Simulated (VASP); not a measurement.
# Se (Im-3m) in VASP: further runs

Runs on Se. Level: r2SCAN+rVV10. Tasks: single point, relaxation of cell and atoms.

Program: VASP 6.6.1. These are calculated values, not measurements. Logs are shortened: lines on timing, memory, paths and dates and some standing lists are left out, and cuts for length are marked.

### 1 The cell of the first run

Symmetry: Im-3m, No. 229, cubic system. Conventional cell: a = 2.788 Å, b = 2.788 Å, c = 2.788 Å, α = 90.00°, β = 90.00°, γ = 90.00°. Within 3.2 Å of Se (site symmetry m-3m) lie 14 Se at 2.41 to 2.79 Å.

### 2 Single point, r2SCAN+rVV10

Contents of POSCAR:

```
Se
1.0
   -1.3940110767      1.3940110767      1.3940110767
    1.3940110767     -1.3940110767      1.3940110767
    1.3940110767      1.3940110767     -1.3940110767
Se
1
Direct
    0.0000000000      0.0000000000      0.0000000000
```

Contents of INCAR.step1:

```
ALGO = Normal ; EDIFF = 1E-4
ENCUT = 520 ; GGA = PE
ISMEAR = 0 ; LASPH = T
LCHARG = F ; LREAL = F
LWAVE = T ; NBANDS = 9
NELM = 100 ; PREC = Accurate
SIGMA = 0.1
```

Contents of INCAR.step2:

```
ALGO = Normal ; BPARAM = 11.95
CPARAM = 0.0093 ; EDIFF = 1E-6
ENCUT = 520 ; ISIF = 2
ISMEAR = 0 ; ISTART = 1
IVDW_NL = 2 ; LASPH = T
LCHARG = F ; LMIXTAU = T
LREAL = F ; LUSE_VDW = T
LWAVE = F ; METAGGA = R2SCAN
NBANDS = 9 ; NELM = 100
PREC = Accurate ; SIGMA = 0.1
```

Contents of KPOINTS:

```
k-points
0
Gamma
  20 20 20
```

Potentials or basis: VASP PAW PBE potentials, release 64 (Se).

On the command line:

```
$ cat potpaw_PBE.64/Se/POTCAR > POTCAR
$ cp INCAR.step1 INCAR
$ mpirun -np 1 vasp_std > vasp.out
$ cp INCAR.step2 INCAR
$ mpirun -np 1 vasp_std > vasp.out
```

OUTCAR:

```text
BPARAM = 11.95
   EDIFF = 1E-6
   ENCUT = 520
   ISIF = 2
   ISMEAR = 0
   ISTART = 1
   IVDW_NL = 2
   LASPH = T
   LREAL = F
   METAGGA = R2SCAN
   NELM = 100
   PREC = Accurate

 ion  position               nearest neighbor table
   1  0.000  0.000  0.000-

  LATTYP: Found a body centered cubic cell.
 ALAT       =     2.7880221534

  Lattice vectors:

 A1 = (  -1.3940110767,   1.3940110767,   1.3940110767)
 A2 = (   1.3940110767,  -1.3940110767,   1.3940110767)
 A3 = (   1.3940110767,   1.3940110767,  -1.3940110767)

Analysis of symmetry for initial positions (statically):
=====================================================================
 Subroutine PRICEL returns:
 Original cell was already a primitive cell.

 Routine SETGRP: Setting up the symmetry group for a
 body centered cubic supercell.

 Subroutine GETGRP returns: Found 48 space group operations
 (whereof 48 operations were pure point group operations)
 out of a pool of 48 trial point group operations.

The static configuration has the point symmetry O_h .

Analysis of symmetry for dynamics (positions and initial velocities):
=====================================================================
 Subroutine PRICEL returns:
 Original cell was already a primitive cell.

 Routine SETGRP: Setting up the symmetry group for a
 body centered cubic supercell.

 Subroutine GETGRP returns: Found 48 space group operations
 (whereof 48 operations were pure point group operations)
 out of a pool of 48 trial point group operations.

The dynamic configuration has the point symmetry O_h .

 Subroutine INISYM returns: Found 48 space group operations
 (whereof 48 operations are pure point group operations),
 and found     1 'primitive' translations

----------------------------------------------------------------------------------------

                                     Primitive cell

  volume of cell :      10.8357

  direct lattice vectors                    reciprocal lattice vectors
    -1.394011077  1.394011077  1.394011077     0.000000000  0.358677207  0.358677207
     1.394011077 -1.394011077  1.394011077     0.358677207  0.000000000  0.358677207
     1.394011077  1.394011077 -1.394011077     0.358677207  0.358677207  0.000000000

  length of vectors
     2.414498011  2.414498011  2.414498011     0.507246171  0.507246171  0.507246171

  position of ions in fractional coordinates (direct lattice)
     0.000000000  0.000000000  0.000000000

  ion indices of the primitive-cell ions
   primitive index   ion index
                 1           1

----------------------------------------------------------------------------------------

 KPOINTS: k-points

Automatic generation of k-mesh.
 Grid dimensions read from file:
 generate k-points for:   20   20   20

 Generating k-lattice:

  Cartesian coordinates                     Fractional coordinates (reciprocal lattice)
     0.000000000  0.017933860  0.017933860     0.050000000  0.000000000  0.000000000
     0.017933860  0.000000000  0.017933860     0.000000000  0.050000000  0.000000000
     0.017933860  0.017933860  0.000000000     0.000000000  0.000000000  0.050000000

  Length of vectors
     0.025362309  0.025362309  0.025362309

  Shift w.r.t. Gamma in fractional coordinates (k-lattice)
     0.000000000  0.000000000  0.000000000

 Subroutine IBZKPT returns following result:
 ===========================================

 Found    256 irreducible k-points:

 Following reciprocal coordinates:
            Coordinates               Weight
  0.000000  0.000000  0.000000      1.000000
  0.050000  0.000000  0.000000     12.000000
  0.100000  0.000000  0.000000     12.000000
  0.150000  0.000000  0.000000     12.000000
  0.200000  0.000000  0.000000     12.000000
  0.250000  0.000000  0.000000     12.000000
[... 16 lines left out ...]
  0.200000  0.100000  0.000000     48.000000
  0.250000  0.100000  0.000000     48.000000
 [... further k-points ...]
   k-points           NKPTS =    256   k-points in BZ     NKDIM =    256   number of bands    NBANDS=      9
   number of dos      NEDOS =    301   number of ions     NIONS =      1
   total plane-waves  NPLWV =   5832
   dimension x,y,z NGX =    18 NGY =   18 NGZ =   18
   dimension x,y,z NGXF=    36 NGYF=   36 NGZF=   36
   ions per type =               1
   NGX,Y,Z   is equivalent  to a cutoff of  12.39, 12.39, 12.39 a.u.
   NGXF,Y,Z  is equivalent  to a cutoff of  24.79, 24.79, 24.79 a.u.
 SYSTEM =  unknown system
   PREC   = accura    normal or accurate (medium, high low for compatibility)
   ISTART =      1    job   : 0-new  1-cont  2-samecut
   ICHARG =      0    charge: 1-file 2-atom 10-const
   ISPIN  =      1    spin polarized calculation?
   LNONCOLLINEAR =      F non collinear calculations
   LSORBIT =      F    spin-orbit coupling
   LASPH  =      T    aspherical Exc in radial PAW
   ENCUT  =  520.0 eV  38.22 Ry    6.18 a.u.   4.49  4.49  4.49*2*pi/ulx,y,z
   NELM   =    100;   NELMIN=  2; NELMDL=  0     # of ELM steps
   EDIFF  = 0.1E-05   stopping-criterion for ELM
   LREAL  =      F    real-space projection
   EDIFFG = 0.1E-04   stopping-criterion for IOM
   NSW    =      0    number of steps for IOM
   IBRION =     -1    ionic relax: 0-MD 1-quasi-New 2-CG
   NFREE  =      0    steps in history (QN), initial steepest desc. (CG)
   ISIF   =      2    stress and relaxation
   ISYM   =      2    0-nonsym 1-usesym 2-fastsym
   POTIM  = 0.5000    time-step for ionic-motion
   TEBEG  =    0.0;   TEEND  =   0.0 temperature during run
   PSTRESS=    0.0 pullay stress
   NELECT =       6.0000    total number of electrons
   NUPDOWN=      -1.0000    fix difference up-down
   EMIN   =  10.00;   EMAX   =-10.00  energy-range for DOS
   EFERMI =   0.00;   METHOD = LEGACY
   ISMEAR =     0;   SIGMA  =   0.10  broadening in eV -4-tet -1-fermi 0-gaus
   EFERMI_NEDOS =   21; number of points for ismear=-14 and -15
   IALGO  =     38    algorithm
   IMIX   =      4    mixing-type and parameters
     AMIX     =   0.40;   BMIX     =  1.00
     AMIX_MAG =   1.60;   BMIX_MAG =  1.00
  volume/ion in A,a.u.               =      10.84        73.12
  Fermi-wavevector in a.u.,A,eV,Ry     =   1.344329  2.540414 24.588741  1.807222
  Thomas-Fermi vector in A             =   2.472332
   LORBIT       =      0    0 simple, 1 ext, 2 COOP (PROOUT), +10 PAW based schemes
   METAGGA = R2SCAN    functional components
   LHFCALC =     F    Hartree Fock is set to
   AEXX    =    0.0000 exact exchange contribution
   IVDW_NL    =     2    kernel type
   BPARAM     =11.9500
   IVDW    =     0    specifies the selected vdW correction
   LEPSILON=     F    determine dielectric tensor
   LRPA    =     F    only Hartree local field effects (RPA)
 non-spin polarized calculation
 Gauss-broadening in eV      SIGMA  =   0.10
  energy-cutoff  :      520.00
  volume of cell :       10.84
 maximum number of plane-waves:       321
 NGX is ok and might be reduce to    18
   NGX =  9   NGY =  9   NGZ =  9

 number of electron       6.0000002 magnetization

 Free energy of the ion-electron system (eV)
  ---------------------------------------------------
  ext. energy  EPLUGINS =         0.00000000
  ---------------------------------------------------
  free energy    TOTEN  =       -10.37913484 eV

  energy without entropy =      -10.37690507  energy(sigma->0) =      -10.37801995

 E-fermi :  15.7619     XC(G=0): -14.5550

 val. band max:       15.7561573115   @ k =   0.2500   0.2000   0.0500
 cond. band min:      15.7741942377   @ k =  -0.4500  -0.4500   0.2500
 fundamental gap:      0.0180369262
 Fermi energy:        15.7619073588

 k-point     1 :       0.0000    0.0000    0.0000
  band No.  band energies     occupation
      1      -9.7328      2.00000
      2      23.9273      0.00000
      3      23.9273      0.00000
      4      23.9273      0.00000
      5      30.3288      0.00000
      6      30.3288      0.00000
      7      30.3288      0.00000
      8      34.7815      0.00000
      9      34.7815      0.00000

 k-point     2 :       0.0500    0.0000    0.0000
  band No.  band energies     occupation
      1      -9.6320      2.00000
      2      23.0759      0.00000
      3      23.4310      0.00000
      4      23.8232      0.00000
      5      29.7866      0.00000
      6      30.2392      0.00000
      7      30.9904      0.00000
      8      33.2393      0.00000
      9      33.8519      0.00000

 k-point     3 :       0.1000    0.0000    0.0000
  band No.  band energies     occupation
      1      -9.3295      2.00000
      2      20.9894      0.00000
      3      22.3255      0.00000
      4      23.5191      0.00000
      5      28.6760      0.00000
      6      29.5016      0.00000
      7      32.5931      0.00000
      8      32.9870      0.00000
      9      33.1654      0.00000

 k-point     4 :       0.1500    0.0000    0.0000
  band No.  band energies     occupation
      1      -8.8256      2.00000
      2      18.3447      0.00000
      3      21.0709      0.00000
      4      23.0475      0.00000
      5      27.4952      0.00000
      6      28.4145      0.00000
      7      32.9190      0.00000
      8      33.5553      0.00000
      9      34.6779      0.00000

 k-point     5 :       0.2000    0.0000    0.0000
  band No.  band energies     occupation
      1      -8.1206      2.00000
      2      15.5231      1.99927
      3      19.8657      0.00000
      4      22.4708      0.00000
      5      26.4054      0.00000
      6      27.3964      0.00000
      7      33.0876      0.00000
      8      34.3624      0.00000
      9      37.0477      0.00000

 k-point     6 :       0.2500    0.0000    0.0000
  band No.  band energies     occupation
      1      -7.2157      2.00000
      2      12.7037      2.00000
      3      18.7894      0.00000
      4      21.8642      0.00000
      5      25.4579      0.00000
      6      26.5248      0.00000
      7      33.6172      0.00000
      8      35.2983      0.00000
      9      39.6264      0.00000
[... 169 lines left out ...]
 k-point    21 :       0.1000    0.1000    0.0000
  band No.  band energies     occupation
      1      -8.5233      2.00000
      2      17.7548      0.00000
      3      19.6044      0.00000
      4      21.9469      0.00000
      5      27.9639      0.00000
      6      29.0843      0.00000
      7      31.9878      0.00000
      8      34.0164      0.00000
      9      36.1124      0.00000

 k-point    22 :       0.1500    0.1000    0.0000
  band No.  band energies     occupation
      1      -7.8187      2.00000
      2      15.4450      1.99999
      3      17.9879      0.00000
      4      21.1348      0.00000
      5      27.4150      0.00000
      6      28.8135      0.00000
      7      32.1752      0.00000
      8      35.2487      0.00000
      9      37.4461      0.00000

 k-point    23 :       0.2000    0.1000    0.0000
  band No.  band energies     occupation
      1      -6.9146      2.00000
      2      12.8271      2.00000
      3      16.7537      0.00000
      4      20.3684      0.00000
      5      26.7460      0.00000
      6      28.6032      0.00000
      7      32.3213      0.00000
      8      37.0207      0.00000
      9      38.9133      0.00000

 k-point    24 :       0.2500    0.1000    0.0000
  band No.  band energies     occupation
      1      -5.8134      2.00000
      2      10.1825      2.00000
      3      15.7893      0.69799
      4      19.6872      0.00000
      5      26.1009      0.00000
      6      28.3758      0.00000
      7      32.7688      0.00000
      8      38.6697      0.00000
      9      40.9046      0.00000

 [... further k-points ...]
[... 5 lines left out ...]
  --------------------------------------------------------------------------------------
  -------------------------------------------------------------------------------------
  Total       12.6823959     12.6823959     12.6823959     -0.0000000     -0.0000000      0.0000000
  in kB     1875.2243051   1875.2243051   1875.2243051     -0.0000000     -0.0000000      0.0000000
  external PRESSURE =    1875.2243051 kB  Pullay stress =       0.0000000 kB

 VOLUME and BASIS-vectors are now :
 -----------------------------------------------------------------------------
  energy-cutoff  :      520.00
  volume of cell :       10.84
      direct lattice vectors                 reciprocal lattice vectors
    -1.394011077  1.394011077  1.394011077     0.000000000  0.358677207  0.358677207
     1.394011077 -1.394011077  1.394011077     0.358677207  0.000000000  0.358677207
     1.394011077  1.394011077 -1.394011077     0.358677207  0.358677207  0.000000000

 POSITION                                       TOTAL-FORCE (eV/Angst)
 -----------------------------------------------------------------------------------
      0.00000      0.00000      0.00000         0.000000      0.000000      0.000000
 -----------------------------------------------------------------------------------
    total drift:                                0.000000     -0.000000      0.000000

  FREE ENERGIE OF THE ION-ELECTRON SYSTEM (eV)
  ---------------------------------------------------
  free  energy   TOTEN  =       -10.3791348383 eV

  energy  without entropy=      -10.3769050701  energy(sigma->0) =      -10.37801995
```

It took 63 s on 1 thread of Intel Xeon Platinum 8488C (Sapphire Rapids), shared host; peak memory 0.18 GiB.

What came out:

| Item | Value |
| --- | --- |
| Free energy | -10.3791 eV |
| Pressure | 187.5 GPa |
| Band gap on the k mesh | zero (band 3 reaches 23.93 eV, above the bottom of band 4 at 6.76 eV) |

Levels at points of the mesh, in eV from the Fermi level:
```
           k point  band 1  band 2  band 3  band 4  band 5  band 6
(0.00, 0.00, 0.00)  -25.49    8.17    8.17    8.17   14.57   14.57
(0.50, 0.00, 0.00)  -16.44  -14.22    0.44    4.38    7.50    8.78
(0.50, 0.50, 0.50)   -7.83   -7.02   -7.02   -7.02    0.33    0.33
```

Caveat: the PAW data sets were made with another functional, which shifts forces and pressure a little.

### 3 Relaxation of cell and atoms, r2SCAN+rVV10, target pressure 185 GPa, at which the enthalpy is minimised

Contents of POSCAR:

```
Se
1.0
   -1.3943602098      1.3943602098      1.3943602098
    1.3943602098     -1.3943602098      1.3943602098
    1.3943602098      1.3943602098     -1.3943602098
Se
1
Direct
    0.0000000000      0.0000000000      0.0000000000
```

Contents of INCAR.step1:

```
SYSTEM = Se
ALGO     = Normal         ! electronic algorithm
EDIFF    = 1E-4           ! SCF threshold, eV
ENCUT    = 600            ! plane-wave cutoff, eV
GGA      = PE             ! functional
ISMEAR   = 0              ! smearing method
LASPH    = .True.         ! aspherical terms in the spheres
LCHARG   = .False.        ! write CHGCAR
LREAL    = .False.        ! projectors in reciprocal space
LWAVE    = .True.         ! write WAVECAR
NELM     = 100            ! most SCF steps
PREC     = Accurate       ! precision mode
SIGMA    = 0.1            ! smearing width, eV
```

Contents of INCAR.step2:

```
SYSTEM = Se
ALGO     = Normal         ! electronic algorithm
BPARAM   = 11.95        
CPARAM   = 0.0093       
EDIFF    = 1E-7           ! SCF threshold, eV
EDIFFG   = -0.002         ! ionic threshold
ENCUT    = 600            ! plane-wave cutoff, eV
IBRION   = 2              ! ionic algorithm
ISIF     = 3              ! what is computed and relaxed
ISMEAR   = 0              ! smearing method
ISTART   = 1            
IVDW_NL  = 2            
LASPH    = .True.         ! aspherical terms in the spheres
LCHARG   = .False.        ! write CHGCAR
LMIXTAU  = .True.       
LREAL    = .False.        ! projectors in reciprocal space
LUSE_VDW = .True.       
LWAVE    = .False.        ! write WAVECAR
METAGGA  = R2SCAN         ! meta-GGA
NELM     = 100            ! most SCF steps
NSW      = 100            ! ionic steps
PREC     = Accurate       ! precision mode
PSTRESS  = 1850.0       
SIGMA    = 0.1            ! smearing width, eV
```

Contents of KPOINTS:

```
k-points
0
Gamma
  20 20 20
  0 0 0
```

Potentials or basis: VASP PAW PBE potentials, release 64 (Se).

On the command line:

```
$ cat potpaw_PBE.64/Se/POTCAR > POTCAR
$ cp INCAR.step1 INCAR
$ mpirun -np 1 vasp_std > vasp.out
$ cp INCAR.step2 INCAR
$ mpirun -np 1 vasp_std > vasp.out
```

Run time: 2.9 min. Hardware: 1 thread of Intel Xeon Platinum 8488C (Sapphire Rapids), shared host; peak memory 0.19 GiB.

The run converged. Its results:

| Item | Value |
| --- | --- |
| Free energy | -10.4257 eV |
| Relaxed volume | 10.88 Å³/atom |
| Relaxed cell | a = 2.417 Å, b = 2.417 Å, c = 2.417 Å, α = 109.47°, β = 109.47°, γ = 109.47° |
| Space group after relaxing (to 0.05 Å) | Im-3m (No. 229) |
| Energy change on relaxing (the enthalpy is what falls) | -36.2 meV/atom |
| Ionic steps | 3 |
| Pressure after relaxing | 185.0 GPa |
| Band gap on the k mesh | zero (band 3 reaches 23.81 eV, above the bottom of band 4 at 6.72 eV) |

Step by step:
```
step  energy change (eV)  largest force (eV/Å)  pressure (GPa)  volume (Å³)
   1              0.0000                0.0000          186.99        10.84
   2             -0.2389                0.0000          173.85        11.06
   3             -0.0362                0.0000          185.00        10.88
```

Final structure:
```
CELL_PARAMETERS angstrom
-1.39570 1.39570 1.39570
1.39570 -1.39570 1.39570
1.39570 1.39570 -1.39570
ATOMIC_POSITIONS crystal
Se 0.00000 0.00000 0.00000
```

Levels at points of the mesh, in eV from the Fermi level:
| k point | band 1 | band 2 | band 3 | band 4 | band 5 | band 6 | band 7 |
| --- | --- | --- | --- | --- | --- | --- | --- |
| (0.00, 0.00, 0.00) | -25.43 | 8.12 | 8.12 | 8.12 | 14.55 | 14.55 | 14.55 |
| (0.50, 0.00, 0.00) | -16.41 | -14.16 | 0.44 | 4.37 | 7.51 | 8.77 | 23.63 |
| (0.50, 0.50, 0.50) | -7.86 | -6.99 | -6.99 | -6.99 | 0.36 | 0.36 | 31.93 |

Caveat: the cell is relaxed towards a set pressure, so the enthalpy falls and the energy may rise; the PAW data sets were made with another functional, which shifts forces and pressure a little.

(Part 1 of 2 ends here.)
